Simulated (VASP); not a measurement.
# NaCrH8N2F6 (P1) in VASP: further runs, part 2 of 2

VASP 6.6.1. Earlier steps stand in the parts before.

## (3) Single point, LDA, collinear spin, ferromagnetic start

The input, INCAR:

```
  PREC = Accurate
  ENCUT = 520
  EDIFF = 1E-6
  ISMEAR = -1
  SIGMA = 0.05
  LREAL = Auto
  LASPH = True
  NELM = 150
  ALGO = Normal
  ISIF = 2
  LWAVE = False
  LCHARG = True
  ISPIN = 2
  MAGMOM = 0 1.5 0 0 0 0 0 0 0 0 0 0 0 0 0 0 0 0
  LORBIT = 11
  LMAXMIX = 4
  LELF = True
  LVHAR = True
  NBANDS = 58
```

The input, KPOINTS:

```
regular mesh
0
Gamma
  2 2 2
```

The input, POSCAR:

```
NaCrH8N2F6
1.0
    0.0000000000      4.3612810000      4.3612810000
    4.3612810000      0.0000000000      4.3612810000
    4.3612810000      4.3612810000      0.0000000000
Na Cr H N F
1 1 8 2 6
Direct
    0.5797149966      0.4381281555      0.5224841050
   -0.0094582303      0.0055144349      0.0002178259
    0.2974126180      0.1737333595      0.0614727645
    0.0992254340      0.3614419708      0.2824055593
    0.2768567309      0.0388303345      0.3662799989
    0.4537657629      0.1979464290      0.1884996633
    0.7358044575      0.5359090597      0.8652847638
    0.6545324642      0.8282428947      0.9000795867
    0.6386197083      0.8117110546      0.6546929675
    0.9703685683      0.6795824438      0.6542917092
    0.2738988843      0.2119675389      0.2090784795
    0.7571284675      0.7179198038      0.7658185749
    0.7210152247      0.1608128437      0.8482943429
    0.2118758227      0.9127249540      0.6923309917
    0.8204699491      0.7666784140      0.2343577495
    0.1886028440      0.2592242967      0.8148637980
    0.2355500597      0.8282199656      0.1763701995
    0.7222992511      0.2035755091      0.2259313261
```

Potentials or basis: VASP PAW LDA potentials, release 64 (Na_pv, Cr_pv, H, N, F).

Started as:

```sh
$ cat potpaw_LDA.64/Na_pv/POTCAR potpaw_LDA.64/Cr_pv/POTCAR potpaw_LDA.64/H/POTCAR potpaw_LDA.64/N/POTCAR potpaw_LDA.64/F/POTCAR > POTCAR
$ mpirun -np 1 vasp_std > vasp.out
```

OUTCAR:

```text
PREC = Accurate
   ENCUT = 520
   EDIFF = 1E-6
   ISMEAR = -1
   LREAL = Auto
   LASPH = True
   NELM = 150
   ISIF = 2
   ISPIN = 2
   LORBIT = 11

 ion  position               nearest neighbor table
   1  0.580  0.438  0.522-  13 2.13
   2  0.991  0.006  0.000-  15 1.81  17 1.86  14 1.87  18 1.88  13 1.90  16 1.99
   3  0.297  0.174  0.061-  11 0.98
   4  0.099  0.361  0.282-  11 1.07
   5  0.277  0.039  0.366-  11 1.02
   6  0.454  0.198  0.188-  11 1.01
   7  0.736  0.536  0.865-  12 1.02
   8  0.655  0.828  0.900-  12 1.08
   9  0.639  0.812  0.655-  12 1.01
  10  0.970  0.680  0.654-  12 1.10
  11  0.274  0.212  0.209-   3 0.98   6 1.01   5 1.02   4 1.07
  12  0.757  0.718  0.766-   9 1.01   7 1.02   8 1.08  10 1.10
  13  0.721  0.161  0.848-   2 1.90   1 2.13
  14  0.212  0.913  0.692-   2 1.87
  15  0.820  0.767  0.234-   2 1.81
[... 1119 lines left out ...]
      1.68540      2.80110      2.84230         0.688533      0.281153      1.944192
[... 10 lines left out ...]
      4.38130      1.79650      4.63940        -0.306264      0.675329     -0.289436
      1.87320      4.13550      4.03800         0.941533      0.306094      0.363630
 -----------------------------------------------------------------------------------
    total drift:                               -0.002204     -0.001102     -0.005596

  FREE ENERGIE OF THE ION-ELECTRON SYSTEM (eV)
  ---------------------------------------------------
  free  energy   TOTEN  =       -97.3723702402 eV

  energy  without entropy=      -97.3723702199  energy(sigma->0) =      -97.37237023

 total charge

# of ion       s       p       d       tot
------------------------------------------
    1        0.033   5.972   0.000   6.005
    2        0.296   6.380   4.128  10.805
    3        0.645   0.122   0.000   0.767
    4        0.555   0.065   0.000   0.619
    5        0.604   0.098   0.000   0.702
    6        0.604   0.100   0.000   0.704
[... 10 lines left out ...]
   17        1.728   4.337   0.000   6.065
   18        1.727   4.344   0.000   6.071
--------------------------------------------------
tot         17.828  44.787   4.128  66.744

 magnetization (x)

# of ion       s       p       d       tot
------------------------------------------
    1        0.000   0.000   0.000   0.001
    2        0.020   0.019   2.694   2.733
    3        0.000   0.000   0.000   0.000
    4        0.000   0.000   0.000   0.000
    5        0.000  -0.000   0.000  -0.000
    6        0.000   0.000   0.000   0.000
[... 10 lines left out ...]
   17       -0.000   0.025   0.000   0.025
   18        0.000   0.017   0.000   0.017
--------------------------------------------------
tot          0.021   0.132   2.694   2.847
```

Run time: 7.5 min. Hardware: 1 thread of Oxide Virtual Turin-like, shared host; peak memory 0.31 GiB.

What came out:

```
Free energy                                           : -97.3724 eV
Pressure                                              : -0.1 GPa
Largest force                                         : 3.709 eV/Å
Band gap on the k mesh                                : 1.73 eV, indirect (least direct gap 1.76 eV)
Net moment                                            : 3.00 μB per cell
Site moments                                          : Na +0.00; Cr +2.73; H +0.00, -0.00; N +0.00; F +0.01, +0.02, +0.03 μB
Valence electrons inside the program's atomic spheres : Na 6.00; Cr 10.80; H 0.77, 0.62, 0.70, 0.61, 0.71, 0.58; N 4.10, 4.00; F 6.09, 6.07, 6.08, 6.06
```

Forces on the atoms (eV/Å):
```
Na  -0.178 -0.551 -0.235
Cr   0.357 -0.166  1.885
H   -1.787 -2.591 -0.230
H   -1.511  0.338  0.883
H    0.455  0.236 -1.450
H    0.689  0.281  1.944
H   -0.024  0.926 -0.921
H   -1.249  0.479  0.442
H   -0.418 -1.468  0.581
H    1.520 -0.916 -1.067
N    3.290  1.538 -0.751
N    0.358  0.848  0.912
F   -0.305 -0.575  0.578
F   -0.973  0.884 -0.533
F   -0.771  0.464 -2.112
F   -0.088 -0.708  0.001
F   -0.306  0.675 -0.289
F    0.942  0.306  0.364
```

Levels at points of the mesh, in eV from the valence-band top:
Spin up:
```csv
k point,band 39,band 40,band 41,band 42,band 43,band 44
"(0.00, 0.00, 0.00)",-0.26,-0.19,-0.02,1.91,2.14,2.32
"(0.50, 0.00, 0.00)",-0.24,-0.18,-0.02,1.99,2.21,3.47
"(0.00, 0.50, 0.00)",-0.28,-0.17,-0.03,2.08,2.25,3.42
"(0.00, 0.00, 0.50)",-0.24,-0.15,-0.04,2.00,2.24,3.44
"(0.50, 0.50, 0.50)",-0.22,-0.20,-0.02,2.03,2.18,3.47
"(0.50, 0.50, 0.00)",-0.21,-0.18,-0.02,1.78,2.27,3.47
"(0.00, 0.50, 0.50)",-0.28,-0.14,-0.03,1.73,2.27,3.47
"(0.50, 0.00, 0.50)",-0.25,-0.17,0.00,1.88,2.12,3.47
```
Spin down:
```tsv
k point	band 35	band 36	band 37	band 38	band 39	band 40	band 41	band 42
(0.00, 0.00, 0.00)	-3.99	-3.82	-3.63	-3.55	1.92	2.23	2.25	2.40
(0.50, 0.00, 0.00)	-4.04	-3.82	-3.59	-3.53	2.19	2.26	2.39	3.33
(0.00, 0.50, 0.00)	-4.07	-3.86	-3.66	-3.62	2.11	2.25	2.38	3.45
(0.00, 0.00, 0.50)	-4.02	-3.82	-3.62	-3.55	2.14	2.29	2.38	3.47
(0.50, 0.50, 0.50)	-4.04	-3.85	-3.60	-3.51	2.19	2.25	2.40	3.41
(0.50, 0.50, 0.00)	-4.12	-3.80	-3.68	-3.62	2.20	2.27	2.40	3.00
(0.00, 0.50, 0.50)	-4.09	-3.80	-3.62	-3.52	2.14	2.29	2.39	2.91
(0.50, 0.00, 0.50)	-4.01	-3.88	-3.63	-3.51	2.17	2.27	2.43	3.07
```

Caveat: the k points lie up to 0.62 Å⁻¹ apart; a cell with one magnetic atom can't hold antiferromagnetic order, which such compounds often take; forces of over 1 eV/Å act on the atoms, so gaps and moduli don't describe the material at rest. A k mesh can miss the band edges.
